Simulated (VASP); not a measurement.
# Lu (Fm-3m) in VASP: further runs

The runs below take Lu through single point, relaxation of cell and atoms, with PBE.

Program: VASP 6.6.1. These are calculated values, not measurements. Logs are shortened: lines on timing, memory, paths and dates and some standing lists are left out, and cuts for length are marked.

**1. The cell of the first run**

The structure is cubic, space group Fm-3m (No. 225). The conventional cell has a = 4.543 Å, b = 4.543 Å, c = 4.543 Å, α = 90.00°, β = 90.00°, γ = 90.00°. Within 4.2 Å of Lu (site symmetry m-3m) lie 12 Lu at 3.21 Å.

This isn't the form of Lu at room conditions, which is hcp.

**2. Single point, PBE**

The input, INCAR:

```
SYSTEM = Lu
PREC = Accurate
ENCUT = 520
EDIFF = 1E-6
ISMEAR = -1
SIGMA = 0.08
LREAL = .False.
LASPH = .True.
NELM = 60
ALGO = Normal
ISIF = 2
LWAVE = .False.
LCHARG = .False.
GGA = PE
NBANDS = 18
```

The input, KPOINTS:

```
regular mesh
0
Gamma
  15 15 15
  0 0 0
```

The input, POSCAR:

```
Lu
1.0
    0.0000000000      2.2712892155      2.2712892155
    2.2712892155      0.0000000000      2.2712892155
    2.2712892155      2.2712892155      0.0000000000
Lu
1
Direct
    0.0000000000      0.0000000000      0.0000000000
```

Potentials or basis: VASP PAW PBE potentials, release 64 (Lu).

Run with:

```bash
$ cat potpaw_PBE.64/Lu/POTCAR > POTCAR
$ mpirun -np 1 vasp_std > vasp.out
```

OUTCAR:

```text
SYSTEM = Lu
   PREC = Accurate
   ENCUT = 520
   EDIFF = 1E-6
   ISMEAR = -1
   LREAL = .False.
   LASPH = .True.
   NELM = 60
   ISIF = 2
   GGA = PE

 ion  position               nearest neighbor table
   1  0.000  0.000  0.000-

  LATTYP: Found a face centered cubic cell.
 ALAT       =     4.5425784310

  Lattice vectors:

 A1 = (   0.0000000000,   2.2712892155,   2.2712892155)
 A2 = (   2.2712892155,   0.0000000000,   2.2712892155)
 A3 = (   2.2712892155,   2.2712892155,   0.0000000000)

Analysis of symmetry for initial positions (statically):
=====================================================================
 Subroutine PRICEL returns:
 Original cell was already a primitive cell.

 Routine SETGRP: Setting up the symmetry group for a
 face centered cubic supercell.

 Subroutine GETGRP returns: Found 48 space group operations
 (whereof 48 operations were pure point group operations)
 out of a pool of 48 trial point group operations.

The static configuration has the point symmetry O_h .

Analysis of symmetry for dynamics (positions and initial velocities):
=====================================================================
 Subroutine PRICEL returns:
 Original cell was already a primitive cell.

 Routine SETGRP: Setting up the symmetry group for a
 face centered cubic supercell.

 Subroutine GETGRP returns: Found 48 space group operations
 (whereof 48 operations were pure point group operations)
 out of a pool of 48 trial point group operations.

The dynamic configuration has the point symmetry O_h .

 Subroutine INISYM returns: Found 48 space group operations
 (whereof 48 operations are pure point group operations),
 and found     1 'primitive' translations

----------------------------------------------------------------------------------------

                                     Primitive cell

  volume of cell :      23.4340

  direct lattice vectors                    reciprocal lattice vectors
     0.000000000  2.271289215  2.271289215    -0.220139292  0.220139292  0.220139292
     2.271289215  0.000000000  2.271289215     0.220139292 -0.220139292  0.220139292
     2.271289215  2.271289215  0.000000000     0.220139292  0.220139292 -0.220139292

  length of vectors
     3.212088013  3.212088013  3.212088013     0.381292439  0.381292439  0.381292439

  position of ions in fractional coordinates (direct lattice)
     0.000000000  0.000000000  0.000000000
[... 65 lines left out ...]
   NGXF,Y,Z  is equivalent  to a cutoff of  24.84, 24.84, 24.84 a.u.
 SYSTEM =  Lu
   PREC   = accura    normal or accurate (medium, high low for compatibility)
   ISTART =      0    job   : 0-new  1-cont  2-samecut
   ICHARG =      2    charge: 1-file 2-atom 10-const
   ISPIN  =      1    spin polarized calculation?
   LNONCOLLINEAR =      F non collinear calculations
   LSORBIT =      F    spin-orbit coupling
   LASPH  =      T    aspherical Exc in radial PAW
   ENCUT  =  520.0 eV  38.22 Ry    6.18 a.u.   5.97  5.97  5.97*2*pi/ulx,y,z
   NELM   =     60;   NELMIN=  2; NELMDL= -5     # of ELM steps
   EDIFF  = 0.1E-05   stopping-criterion for ELM
   LREAL  =      F    real-space projection
   EDIFFG = 0.1E-04   stopping-criterion for IOM
   NSW    =      0    number of steps for IOM
[... 5 lines left out ...]
   TEBEG  =    0.0;   TEEND  =   0.0 temperature during run
   PSTRESS=    0.0 pullay stress
   NELECT =      25.0000    total number of electrons
   NUPDOWN=      -1.0000    fix difference up-down
   EMIN   =  10.00;   EMAX   =-10.00  energy-range for DOS
   EFERMI =   0.00;   METHOD = LEGACY
   ISMEAR =    -1;   SIGMA  =   0.08  broadening in eV -4-tet -1-fermi 0-gaus
   EFERMI_NEDOS =   21; number of points for ismear=-14 and -15
   IALGO  =     38    algorithm
   IMIX   =      4    mixing-type and parameters
     AMIX     =   0.40;   BMIX     =  1.00
     AMIX_MAG =   1.60;   BMIX_MAG =  1.00
  volume/ion in A,a.u.               =      23.43       158.14
  Fermi-wavevector in a.u.,A,eV,Ry     =   1.672781  3.161098 38.071767  2.798196
  Thomas-Fermi vector in A             =   2.757868
   LORBIT       =      0    0 simple, 1 ext, 2 COOP (PROOUT), +10 PAW based schemes
   GGA     = PE    functional components
   LHFCALC =     F    Hartree Fock is set to
   AEXX    =    0.0000 exact exchange contribution
   IVDW    =     0    specifies the selected vdW correction
   LEPSILON=     F    determine dielectric tensor
   LRPA    =     F    only Hartree local field effects (RPA)
 non-spin polarized calculation
  energy-cutoff  :      520.00
  volume of cell :       23.43
 maximum number of plane-waves:       642
   NGX = 11   NGY = 11   NGZ = 11

 number of electron      25.0000007 magnetization

 Free energy of the ion-electron system (eV)
  ---------------------------------------------------
  ext. energy  EPLUGINS =         0.00000000
  ---------------------------------------------------
  free energy    TOTEN  =        -4.29137333 eV

  energy without entropy =       -4.26988428  energy(sigma->0) =       -4.28062881

 E-fermi :   3.1816     XC(G=0): -11.7560

 val. band max:        3.1790084475   @ k =  -0.4000   0.2000   0.0000
 cond. band min:       3.2145815933   @ k =   0.3333   0.2667   0.0667
 fundamental gap:      0.0355731458
 Fermi energy:         3.1815922492

 k-point     1 :       0.0000    0.0000    0.0000
  band No.  band energies     occupation
      1     -52.6319      2.00000
      2     -22.8583      2.00000
      3     -22.8583      2.00000
      4     -22.8583      2.00000
      5      -3.4222      2.00000
      6      -1.5971      2.00000
[... 481 lines left out ...]
      5      -2.0869      2.00000
      6      -1.5636      2.00000
[... 10 lines left out ...]
     17       9.1491      0.00000
     18      16.9076      0.00000

 [... further k-points ...]

------------------------ aborting loop because EDIFF is reached ----------------------------------------

  FORCE on cell =-STRESS in cart. coord.  units (eV):
  Direction    XX          YY          ZZ          XY          YZ          ZX
  --------------------------------------------------------------------------------------
  -------------------------------------------------------------------------------------
  Total        1.9592153      1.9592153      1.9592153     -0.0000000      0.0000000      0.0000000
  in kB      133.9508376    133.9508376    133.9508376     -0.0000000      0.0000000      0.0000000
  external PRESSURE =     133.9508376 kB  Pullay stress =       0.0000000 kB

 VOLUME and BASIS-vectors are now :
 -----------------------------------------------------------------------------
  energy-cutoff  :      520.00
  volume of cell :       23.43
      direct lattice vectors                 reciprocal lattice vectors
     0.000000000  2.271289215  2.271289215    -0.220139292  0.220139292  0.220139292
     2.271289215  0.000000000  2.271289215     0.220139292 -0.220139292  0.220139292
     2.271289215  2.271289215  0.000000000     0.220139292  0.220139292 -0.220139292

 POSITION                                       TOTAL-FORCE (eV/Angst)
 -----------------------------------------------------------------------------------
      0.00000      0.00000      0.00000         0.000000     -0.000000     -0.000000
 -----------------------------------------------------------------------------------
    total drift:                                0.000000     -0.000000     -0.000000

  FREE ENERGIE OF THE ION-ELECTRON SYSTEM (eV)
  ---------------------------------------------------
  free  energy   TOTEN  =        -4.2913733294 eV

  energy  without entropy=       -4.2698842810  energy(sigma->0) =       -4.28062881
```

OSZICAR:

```text
N       E                     dE             d eps       ncg     rms          rms(c)
DAV:   1     0.772085502336E+02    0.77209E+02   -0.10043E+04  5378   0.461E+03
DAV:   2     0.112843790513E+01   -0.76080E+02   -0.74391E+02  4504   0.356E+02
DAV:   3    -0.422654616907E+01   -0.53550E+01   -0.53155E+01  4820   0.718E+01
DAV:   4    -0.440762376367E+01   -0.18108E+00   -0.18024E+00  5868   0.110E+01
DAV:   5    -0.441166635254E+01   -0.40426E-02   -0.40398E-02  5040   0.147E+00    0.334E+00
DAV:   6    -0.430531665520E+01    0.10635E+00   -0.37437E-01  7414   0.125E+01    0.133E+00
DAV:   7    -0.429238567838E+01    0.12931E-01   -0.25087E-02  6724   0.150E+00    0.393E-01
DAV:   8    -0.429106354646E+01    0.13221E-02   -0.65307E-03  7068   0.563E-01    0.111E-01
DAV:   9    -0.429137698868E+01   -0.31344E-03   -0.69046E-04  4934   0.289E-01    0.676E-02
DAV:  10    -0.429137360422E+01    0.33845E-05   -0.12511E-04  5274   0.727E-02    0.770E-03
DAV:  11    -0.429137332945E+01    0.27477E-06   -0.57271E-06  4640   0.175E-02
   1 F= -.42913733E+01 E0= -.42806288E+01  d E =-.214890E-01
```

stdout:

```text
POSCAR found type information on POSCAR Lu
 POSCAR found :  1 types and       1 ions
 scaLAPACK will be used
 LDA part: xc-table for (Slater+PW92), standard interpolation
 POSCAR, INCAR and KPOINTS ok, starting setup
 FFT: planning ... GRIDC
 FFT: planning ... GRID_SOFT
 FFT: planning ... GRID
 WAVECAR not read
 entering main loop
```

Wall time 74 s (1 thread of AMD EPYC 7R43 (Zen 3), shared host); peak memory 0.14 GiB.

Results:

| Quantity | Value |
| --- | --- |
| Free energy | -4.2914 eV |
| Pressure | 13.4 GPa |
| Band gap on the k mesh | zero (an odd number of electrons rules out a gap without spin polarisation) |

Levels at points of the mesh, in eV from the Fermi level:
```tsv
k point	band 8	band 9	band 10	band 11	band 12	band 13	band 14	band 15	band 16	band 17
(0.00, 0.00, 0.00)	-4.69	-4.69	-4.55	-4.55	-4.55	2.45	2.45	2.45	5.50	5.50
```

Caveat: the cell stands under pressure; spin-orbit coupling is left out, which moves the levels of the heavy elements.

[end of part 1 of 2]

The gap in the log of VASP goes by the Fermi energy; the results here count the filled bands.